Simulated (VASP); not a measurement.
Cd3In3O2, 8 atoms in the cell. It takes space group P4mm (No. 99, tetragonal). The conventional cell has a = 4.443 Å, b = 4.443 Å, c = 10.787 Å, α = 90.00°, β = 90.00°, γ = 90.00°. Within 3.2 Å of Cd (site symmetry 4mm) lie 4 O at 2.39 Å and 1 Cd at 2.77 Å and 4 In at 3.15 Å. Within 3.7 Å of Cd (site symmetry 4mm) lie 2 Cd at 2.77 to 2.79 Å. Within 3.7 Å of Cd (site symmetry 4mm) lie 1 Cd at 2.79 Å and 4 In at 3.11 Å. In (site symmetry 2mm) has 1 O at 2.16 Å within 2.9 Å. In (site symmetry 4mm) has 4 O at 2.47 Å and 4 Cd at 3.15 Å within 3.3 Å. Within 2.9 Å of O (site symmetry 2mm) lie 3 In at 2.16 to 2.47 Å and 2 Cd at 2.39 Å. The cell was generated, and may not be a known phase.

* Program: VASP 6.6.1
* Task: single point
* Functional: PBE
* Potentials or basis: VASP PAW PBE potentials, release 64 (Cd, In_d, O)
* Cutoff: 520 eV
* k mesh: 4 × 4 × 2
* Occupations: gaussian, width 0.2 eV
* Spin: no spin polarisation
* Dipole correction: no
* Further INCAR settings: ALGO = Normal; EDIFF = 1e-06; NBANDS = 54

Potentials or basis: VASP PAW PBE potentials, release 64 (Cd, In_d, O).

Launch:

```console
$ cat potpaw_PBE.64/Cd/POTCAR potpaw_PBE.64/In_d/POTCAR potpaw_PBE.64/O/POTCAR > POTCAR
$ mpirun -np 1 vasp_std > vasp.out
```

Hardware: 1 thread of Intel(R) Xeon(R) 6975P-C (Granite Rapids) (shared host).

Q: Estimate the wall time of this run.

A: It took 66 s on 1 thread of Intel(R) Xeon(R) 6975P-C (Granite Rapids), with other jobs on the host, peak memory 0.37 GiB. Counts: scf iterations 17, k points 12.
